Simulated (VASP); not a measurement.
Here is a VASP 6.6.1 calculation.

File INCAR:

```
SYSTEM = Li2ClF
PREC = Accurate ; ENCUT = 520
EDIFF = 1E-6 ; ISMEAR = 0
SIGMA = 0.01 ; LREAL = .FALSE.
LASPH = .TRUE. ; NELM = 80
ALGO = Normal ; ISIF = 2
LWAVE = .FALSE. ; LCHARG = .FALSE.
GGA = PE ; NBANDS = 18
```

The input KPOINTS:

```
Automatic mesh
0
G
  4 4 4
  0 0 0
```

File POSCAR:

```
Li2ClF
1.0
    3.3431460483      0.0000000000      0.0000000000
    0.0000000000      3.3431460483      0.0000000000
    0.0000000000      0.0000000000      4.6012771404
F Li Cl
1 2 1
Direct
    0.0000000000      0.0000000000      0.0000000000
    0.0000000000      0.0000000000      0.5000000000
    0.5000000000      0.5000000000      0.0000000000
    0.5000000000      0.5000000000      0.5000000000
```

Potentials or basis: VASP PAW PBE potentials, release 64 (F, Li_sv, Cl).

Run with:

```sh
$ cat potpaw_PBE.64/F/POTCAR potpaw_PBE.64/Li_sv/POTCAR potpaw_PBE.64/Cl/POTCAR > POTCAR
$ mpirun -np 1 vasp_std > vasp.out
```

(1) Predict the band gap on the k mesh.

Answers

(1) 6.60 eV, direct.

Caveat: the k points lie up to 0.47 Å⁻¹ apart.
